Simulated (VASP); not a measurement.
Write the native input for VASP 6.6.1 that does the following.

```
Task                   : single point
Functional             : LDA
Potentials or basis    : VASP PAW LDA potentials, release 64 (Ni, Al)
Cutoff                 : 520 eV
k mesh                 : 8 × 8 × 8
Occupations            : fermi-dirac, width 0.05 eV
Spin                   : collinear spin, ferromagnetic start
Starting moments       : [1.0, 1.0, 1.0, 0.0] μB
Dipole correction      : no
Further INCAR settings : ALGO = Normal; EDIFF = 1e-06; NBANDS = 28
```

The structure of AlNi3 lies in POSCAR:

```
AlNi3
1.0
    0.0000000000      2.8018887551      2.8018887551
    2.8018887551      0.0000000000      2.8018887551
    2.8018887551      2.8018887551      0.0000000000
Ni Al
3 1
Direct
    0.7500000000      0.7500000000      0.7500000000
    0.0000000000      0.0000000000      0.0000000000
    0.2500000000      0.2500000000      0.2500000000
    0.5000000000      0.5000000000      0.5000000000
```

One way to write it, as run:

INCAR

```
SYSTEM = AlNi3
ALGO = Normal ; EDIFF = 1E-6
ENCUT = 520 ; ISIF = 2
ISMEAR = -1 ; ISPIN = 2
LASPH = .TRUE. ; LCHARG = .FALSE.
LMAXMIX = 4 ; LORBIT = 11
LREAL = .FALSE. ; LWAVE = .FALSE.
MAGMOM = 1 1 1 0 ; NBANDS = 28
NELM = 150 ; PREC = Accurate
SIGMA = 0.05
```

KPOINTS

```
k-points
0
G
  8 8 8
  0 0 0
```

Potentials or basis: VASP PAW LDA potentials, release 64 (Ni, Al).

Launch:

```sh
$ cat potpaw_LDA.64/Ni/POTCAR potpaw_LDA.64/Al/POTCAR > POTCAR
$ mpirun -np 1 vasp_std > vasp.out
```

It gave:

```json
{
 "Pressure": "-7.1 GPa",
 "Net moment": "0.00 μB per cell",
 "Valence electrons inside the program's atomic spheres": "Ni 9.48, 9.42; Al 0.83"
}
```

Run time: 2.2 min on 1 thread of Intel(R) Xeon(R) Platinum 8488C (Sapphire Rapids), with other jobs on the host, peak memory 0.19 GiB.
